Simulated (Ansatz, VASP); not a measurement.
## In in VASP and in Ansatz

INCAR

```
ALGO = Normal
EDIFF = 1E-6
ENCUT = 520
GGA = PE
ISIF = 2
ISMEAR = -1
LASPH = True
LCHARG = False
LREAL = False
LWAVE = False
NBANDS = 26
NELM = 60
PREC = Accurate
SIGMA = 0.05
```

Contents of KPOINTS:

```
k-points
0
Gamma
  14 14 14
```

POSCAR

```
In
1.0
    1.6696368166      0.9639652655      8.3716125150
   -1.6696368166      0.9639652655      8.3716125150
    0.0000000000     -1.9279305310      8.3716125150
In
3
Direct
    0.0000000000      0.0000000000      0.0000000000
    0.7780122400      0.7780122400      0.7780122400
    0.2219877600      0.2219877600      0.2219877600
```

Input for Ansatz:

```yaml
crystal:
  lattice:
    - [1.6696368166, 0.9639652655, 8.371612515]
    - [-1.6696368166, 0.9639652655, 8.371612515]
    - [0.0, -1.927930531, 8.371612515]
  atoms:
    - { symbol: In, position: [0.0, 0.0, 0.0] }
    - { symbol: In, position: [0.77801224, 0.77801224, 0.77801224] }
    - { symbol: In, position: [0.22198776, 0.22198776, 0.22198776] }
kpoints:
  mp_grid: { grid: [14, 14, 14] }
  band_path:
    path:
      - [0.0, 0.0, 0.0]
      - [0.5, 0.5, 0.5]
      - [0.8244941269, 0.1755058731, 0.5]
      - [0.5, -0.1755058731, 0.1755058731]
      - [0.5, 0.0, 0.0]
      - [0.0, 0.0, 0.0]
      - [0.3377529365, -0.3377529365, 0.0]
      - [0.6622470635, 0.0, 0.3377529365]
      - [0.5, 0.0, 0.5]
    npoints: 5
scf:
  occupations: { method: fermi_dirac, width: 0.05 }
hamiltonian:
  xc: pbe
  pseudopotentials: { kind: all_electron, lapw: { basis_error: 0.0005 } }
output:
  forces: true
  stress: true
  eigenvalues: true
```

Change from the starting cell: zz strain of +2 %.

Alike in both runs: task single point; functional PBE; k mesh 14 × 14 × 14; occupations fermi-dirac, width 0.05 eV; no spin polarisation.

|  | VASP | Ansatz |
| --- | --- | --- |
| version | VASP 6.6.1 | Ansatz 0.2.0 |
| potentials or method | VASP PAW PBE potentials, release 64 (In_d), cutoff 520 eV | all-electron LAPW, scalar-relativistic |

|  | VASP | Ansatz | Ansatz less VASP |
| --- | --- | --- | --- |
| pressure (GPa) | 0.8 | 0.9 | +0.04 |
| traceless stress, the component that is largest in VASP (GPa) | 0.11 | 0.11 | -0.002 |
| rms of the force components (eV/Å) | 0.004 | 0.005 | +0.0001 |

Atom by atom the forces differ by 0.000 eV/Å (rms over components). Ansatz ran all-electron here, and VASP with PAW potentials.
